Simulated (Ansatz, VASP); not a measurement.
## Two plane-wave programs on TaN

```
Ta N
1.0
     0.00000    2.18741    2.18741
     2.18741    0.00000    2.18741
     2.18741    2.18741    0.00000
Ta N
1 1
Cartesian
  0.0000 0.0000 0.0000
  2.1874 2.1874 2.1874
```

Alike in both runs: functional PBEsol; k mesh 16 × 16 × 16; occupations gaussian, width 0.1 eV; no spin polarisation.

Ansatz relaxed the structure, and its values are those at the end. VASP's run is a single point on that final structure, the one shown.

```csv
,VASP,Ansatz
version,VASP 6.6.1,Ansatz 0.2.0
potentials or method,"VASP PAW PBE potentials, release 64 (Ta_pv, N), cutoff 600 eV","scalar-relativistic, plane waves, PAW"
valence electrons in the cell,16,18
```

|  | VASP | Ansatz | Ansatz less VASP |
| --- | --- | --- | --- |
| gap on the k mesh at the Fermi level (eV) | none | none | - |
| pressure (GPa) | 1.1 | 0.0 | -1.13 |

VASP's potentials were made for PBE, not for PBEsol, and Ansatz warns of the same on its side. A gap of «none» marks a metal or a gap that the smearing closes. The functional is the same, so the differences come from potentials, cutoffs and numerics. VASP's potentials hold 16 valence electrons a cell and Ansatz's 18, so a difference there can come from the potentials and not from the codes.

Spin-orbit coupling is off throughout.
